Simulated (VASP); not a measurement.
# MnO2 (P-3m1) in VASP: a series of runs, part 2 of 2

VASP 6.6.1.

**4. Single point, PBEsol, collinear spin, ferromagnetic start**

This run uses another cell than the first one, of 10.41 Å³/atom.

INCAR

```
SYSTEM = MnO2
PREC = Accurate
ENCUT = 520
EDIFF = 1E-6
ISMEAR = -1
SIGMA = 0.05
LREAL = .False.
LASPH = .True.
NELM = 150
ALGO = Normal
ISIF = 2
LWAVE = .False.
LCHARG = .False.
ISPIN = 2
MAGMOM = 4 0 0
LORBIT = 11
LMAXMIX = 4
GGA = PS
NBANDS = 24
```

KPOINTS

```
regular mesh
0
Gamma
  11 11 6
  0 0 0
```

POSCAR

```
MnO2
1.0
    2.8179710399      0.0000000000      0.0000000000
   -1.4089855200      2.4404345078      0.0000000000
    0.0000000000      0.0000000000      4.5391857050
Mn O
1 2
Direct
    0.0000000000      0.0000000000      0.5000000000
    0.3333333333      0.6666666667      0.7062925700
    0.6666666667      0.3333333333      0.2937074300
```

Run with:

```sh
> cat potpaw_PBE.64/Mn_pv/POTCAR potpaw_PBE.64/O/POTCAR > POTCAR
> mpirun -np 1 vasp_std > vasp.out
```

Wall time 2.8 min (1 thread of Intel Xeon 8259CL, shared host); peak memory 0.23 GiB.

Results (log left out):

- Free energy: -25.0252 eV
- Pressure: 7.6 GPa
- Largest force: 0.544 eV/Å
- Band gap on the k mesh: 0.54 eV (least direct gap 0.59 eV)
- Net moment: 3.00 μB per cell
- Site moments: Mn +2.80; O +0.06 μB
- Valence electrons inside the program's atomic spheres: Mn 11.88; O 5.00

Forces in eV/Å, atoms in the order of the input:
```
Mn   0.000  0.000  0.000
O    0.000  0.000  0.544
O    0.000  0.000 -0.544
```

Stress tensor (GPa, compression positive):
```
8.32 0.00 0.00
0.00 8.32 0.00
0.00 0.00 6.24
```

Levels at points of the mesh, in eV from the valence-band top:
Spin up:
```csv
k point,band 10,band 11,band 12,band 13,band 14,band 15,band 16,band 17,band 18,band 19
"(0.00, 0.00, 0.00)",-2.53,-1.65,-1.65,-1.43,-0.39,2.91,2.91,7.14,10.28,14.96
"(0.00, 0.00, 0.50)",-2.53,-2.53,-1.70,-1.70,-0.04,2.96,2.96,9.17,9.64,13.35
```
Spin down:
```tsv
k point	band 7	band 8	band 9	band 10	band 11	band 12	band 13	band 14	band 15	band 16
(0.00, 0.00, 0.00)	-5.48	-5.48	-1.53	-1.53	-1.21	0.55	0.55	2.30	4.26	4.26
(0.00, 0.00, 0.50)	-5.46	-4.96	-2.66	-1.58	-1.58	0.54	0.54	2.46	4.32	4.32
```

Caveat: the cell stands under pressure; the PAW data sets were made with another functional, which shifts forces and pressure a little; an odd mesh through Γ misses points on the zone boundary, where band edges can lie; a cell with one magnetic atom can't hold antiferromagnetic order, which such compounds often take.

**5. Single point, PBEsol, collinear spin, ferromagnetic start**

This run uses another cell than the first one, of 10.62 Å³/atom.

INCAR

```
SYSTEM = MnO2
ALGO     = Normal         ! electronic algorithm
EDIFF    = 1E-6           ! SCF threshold, eV
ENCUT    = 520            ! plane-wave cutoff, eV
GGA      = PS             ! functional
ISIF     = 2              ! what is computed and relaxed
ISMEAR   = -1             ! smearing method
ISPIN    = 2              ! spin polarisation
LASPH    = .True.         ! aspherical terms in the spheres
LCHARG   = .True.         ! write CHGCAR
LELF     = .True.         ! ELF
LMAXMIX  = 4              ! l up to which the mixer works
LORBIT   = 11             ! projections on sites
LREAL    = .False.        ! projectors in reciprocal space
LVHAR    = .True.       
LWAVE    = .False.        ! write WAVECAR
MAGMOM   = 4 0 0          ! initial moments
NBANDS   = 24             ! bands
NELM     = 150            ! most SCF steps
PREC     = Accurate       ! precision mode
SIGMA    = 0.05           ! smearing width, eV
```

KPOINTS

```
k-points
0
Gamma
  11 11 6
  0 0 0
```

POSCAR

```
MnO2
1.0
    2.8374059371      0.0000000000      0.0000000000
   -1.4187029685      2.4572656224      0.0000000000
    0.0000000000      0.0000000000      4.5704914233
Mn O
1 2
Direct
    0.0000000000      0.0000000000      0.5000000000
    0.3333333333      0.6666666667      0.7062925700
    0.6666666667      0.3333333333      0.2937074300
```

Run with:

```sh
> cat potpaw_PBE.64/Mn_pv/POTCAR potpaw_PBE.64/O/POTCAR > POTCAR
> mpirun -np 1 vasp_std > vasp.out
```

Wall time 2.6 min (1 thread of Intel Xeon 8259CL, shared host); peak memory 0.23 GiB.

Results (log left out):

```yaml
Free_energy: -25.0478 eV
Pressure: 2.9 GPa
Largest_force: 0.218 eV/Å
Band_gap_on_the_k_mesh: 0.62 eV (least direct gap 0.67 eV)
Net_moment: 3.00 μB per cell
Site_moments: Mn +2.82; O +0.05 μB
Valence_electrons_inside_the_program's_atomic_spheres: Mn 11.82; O 4.99
```

Forces in eV/Å, atoms in the order of the input:
```
Mn   0.000  0.000  0.000
O    0.000  0.000  0.218
O    0.000  0.000 -0.218
```

Levels at points of the mesh, in eV from the valence-band top:
Spin up:
```
           k point  band 11  band 12  band 13  band 14  band 15  band 16  band 17  band 18
(0.00, 0.00, 0.00)    -1.56    -1.56    -1.33    -0.38     2.86     2.86     7.05    10.22
(0.00, 0.00, 0.50)    -2.48    -1.61    -1.61    -0.05     2.91     2.91     9.10     9.47
```
Spin down:
| k point | band 9 | band 10 | band 11 | band 12 | band 13 | band 14 |
| --- | --- | --- | --- | --- | --- | --- |
| (0.00, 0.00, 0.00) | -1.46 | -1.46 | -1.13 | 0.63 | 0.63 | 2.32 |
| (0.00, 0.00, 0.50) | -2.53 | -1.51 | -1.51 | 0.62 | 0.62 | 2.46 |

Caveat: the PAW data sets were made with another functional, which shifts forces and pressure a little; an odd mesh through Γ misses points on the zone boundary, where band edges can lie; a cell with one magnetic atom can't hold antiferromagnetic order, which such compounds often take.

**6. Single point, PBEsol, collinear spin, ferromagnetic start**

This run uses another cell than the first one, of 11.06 Å³/atom.

INCAR

```
PREC = Accurate
ENCUT = 520
EDIFF = 1E-6
ISMEAR = -1
SIGMA = 0.05
LREAL = F
LASPH = T
NELM = 150
ALGO = Normal
ISIF = 2
LWAVE = F
LCHARG = T
ISPIN = 2
MAGMOM = 4 0 0
LORBIT = 11
LMAXMIX = 4
GGA = PS
LELF = T
LVHAR = T
NBANDS = 24
```

KPOINTS

```
regular mesh
0
Gamma
  11 11 6
```

POSCAR

```
MnO2
1.0
    2.8754964680      0.0000000000      0.0000000000
   -1.4377482340      2.4902529899      0.0000000000
    0.0000000000      0.0000000000      4.6318476229
Mn O
1 2
Direct
    0.0000000000      0.0000000000      0.5000000000
    0.3333333333      0.6666666667      0.7062925700
    0.6666666667      0.3333333333      0.2937074300
```

Potentials or basis: VASP PAW PBE potentials, release 64 (Mn_pv, O).

Run with:

```sh
> cat potpaw_PBE.64/Mn_pv/POTCAR potpaw_PBE.64/O/POTCAR > POTCAR
> mpirun -np 1 vasp_std > vasp.out
```

Run time: 2.6 min. Hardware: 1 thread of Intel Xeon 8259CL, shared host; peak memory 0.24 GiB.

Results (log left out):

```yaml
Free_energy: -25.0406 eV
Pressure: -5.0 GPa
Largest_force: 0.357 eV/Å
Band_gap_on_the_k_mesh: 0.77 eV (least direct gap 0.83 eV)
Net_moment: 3.00 μB per cell
Site_moments: Mn +2.85; O +0.03 μB
Valence_electrons_inside_the_program's_atomic_spheres: Mn 11.72; O 4.96
```

Forces on the atoms (eV/Å):
```
Mn   0.000  0.000  0.000
O    0.000  0.000 -0.357
O    0.000  0.000  0.357
```

Stress tensor (GPa, compression positive):
```
-6.14  0.00  0.00
 0.00 -6.14  0.00
 0.00  0.00 -2.81
```

Levels at points of the mesh, in eV from the valence-band top:
Spin up:
```tsv
k point	band 11	band 12	band 13	band 14	band 15	band 16	band 17	band 18
(0.00, 0.00, 0.00)	-1.39	-1.39	-1.13	-0.37	2.76	2.76	6.87	10.10
(0.00, 0.00, 0.50)	-2.37	-1.44	-1.44	-0.06	2.81	2.81	8.97	9.14
```
Spin down:
| k point | band 9 | band 10 | band 11 | band 12 | band 13 | band 14 |
| --- | --- | --- | --- | --- | --- | --- |
| (0.00, 0.00, 0.00) | -1.33 | -1.33 | -0.98 | 0.78 | 0.78 | 2.35 |
| (0.00, 0.00, 0.50) | -2.29 | -1.37 | -1.37 | 0.77 | 0.77 | 2.47 |

Caveat: the cell stands under tension; the PAW data sets were made with another functional, which shifts forces and pressure a little; an odd mesh through Γ misses points on the zone boundary, where band edges can lie; a cell with one magnetic atom can't hold antiferromagnetic order, which such compounds often take.

**7. Overview**

| potentials or basis | cell | cutoff (eV) | smearing | gap on the mesh (eV) | pressure (GPa) | moment (μB) | largest force (eV/Å) |
| --- | --- | --- | --- | --- | --- | --- | --- |
| VASP PAW PBE potentials, release 64 (Mn_sv, O) | a = 2.857, b = 2.857, c = 4.601 Å, angles 90.0, 90.0, 120.0°, 3 atoms | 600 | gaussian 0.1 eV | 0.72 | -3.2 | 3.00 | 0.17 |
| VASP PAW PBE potentials, release 64 (Mn_pv, O) | a = 2.798, b = 2.798, c = 4.507 Å, angles 90.0, 90.0, 120.0°, 3 atoms | 520 | fermi-dirac 0.05 eV | 0.46 | 12.9 | 3.00 | 0.90 |
| VASP PAW PBE potentials, release 64 (Mn_pv, O) | a = 2.818, b = 2.818, c = 4.539 Å, angles 90.0, 90.0, 120.0°, 3 atoms | 520 | fermi-dirac 0.05 eV | 0.54 | 7.6 | 3.00 | 0.54 |
| VASP PAW PBE potentials, release 64 (Mn_pv, O) | a = 2.837, b = 2.837, c = 4.570 Å, angles 90.0, 90.0, 120.0°, 3 atoms | 520 | fermi-dirac 0.05 eV | 0.62 | 2.9 | 3.00 | 0.22 |
| VASP PAW PBE potentials, release 64 (Mn_pv, O) | a = 2.875, b = 2.875, c = 4.632 Å, angles 90.0, 90.0, 120.0°, 3 atoms | 520 | fermi-dirac 0.05 eV | 0.77 | -5.0 | 3.00 | 0.36 |

Alike in all rows: task single point; level PBEsol; spin collinear, ferromagnetic start; k mesh 11 × 11 × 6.

Caveats: the PAW data sets were made with another functional, which shifts forces and pressure a little; an odd mesh through Γ misses points on the zone boundary, where band edges can lie; a cell with one magnetic atom can't hold antiferromagnetic order, which such compounds often take; the cell stands under tension (at least some runs); the cell stands under pressure (at least some runs).

Absolute energies hang on the potentials; compare differences alone.
